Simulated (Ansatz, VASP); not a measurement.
Two plane-wave programs on Ru

The input INCAR:

```
SYSTEM = Ru
PREC = Accurate
ENCUT = 520
EDIFF = 1E-6
ISMEAR = 0
SIGMA = 0.15
LREAL = .FALSE.
LASPH = .TRUE.
NELM = 60
ALGO = Fast
ISIF = 2
LWAVE = .FALSE.
LCHARG = .FALSE.
GGA = PE
NBANDS = 21
```

The input KPOINTS:

```
Automatic mesh
0
G
  24 24 14
  0 0 0
```

POSCAR

```
Ru
1.0
    2.6520244636      0.0000000000      0.0000000000
   -1.3260122318      2.2967205569      0.0000000000
    0.0000000000      0.0000000000      4.2967694965
Ru
2
Direct
    0.3333333333      0.6666666667      0.2500000000
    0.6666666667      0.3333333333      0.7500000000
```

Input for Ansatz:

```yaml
crystal:
  lattice:
    - [2.6520244636, 0.0, 0.0]
    - [-1.3260122318, 2.2967205569, 0.0]
    - [0.0, 0.0, 4.2967694965]
  atoms:
    - { symbol: Ru, position: [0.3333333333, 0.6666666667, 0.25] }
    - { symbol: Ru, position: [0.6666666667, 0.3333333333, 0.75] }
basis:
  ecutwfc: 420
kpoints:
  mp_grid: { grid: [24, 24, 14] }
hamiltonian:
  xc: pbe
scf:
  occupations: { method: gaussian, width: 0.15 }
output:
  forces: true
  stress: true
  eigenvalues: true
```

Change from the starting cell: strain -0.025 along x and y, +0.000 along z, atoms carried along.

Alike in both runs: task single point; functional PBE; k mesh 24 × 24 × 14; occupations gaussian, width 0.15 eV; no spin polarisation.

|  | VASP | Ansatz |
| --- | --- | --- |
| version | VASP 6.6.1 | Ansatz 0.2.0 |
| potentials or method | VASP PAW PBE potentials, release 64 (Ru_pv), cutoff 520 eV | scalar-relativistic, plane waves, PAW |
| valence electrons in the cell | 28 | 32 |

Ansatz gave:

* gap on the k mesh at the Fermi level (eV): none
* pressure (GPa): 17.8
* traceless stress, the component that is largest in VASP (GPa): -8.62

Q: Which values does VASP return?

A: gap on the k mesh at the Fermi level (eV): none; pressure (GPa): 17.8; traceless stress, the component that is largest in VASP (GPa): -8.60.

A gap of «none» marks a metal or a gap that the smearing closes. VASP's potentials hold 28 valence electrons a cell and Ansatz's 32, so a difference there can come from the potentials and not from the codes.
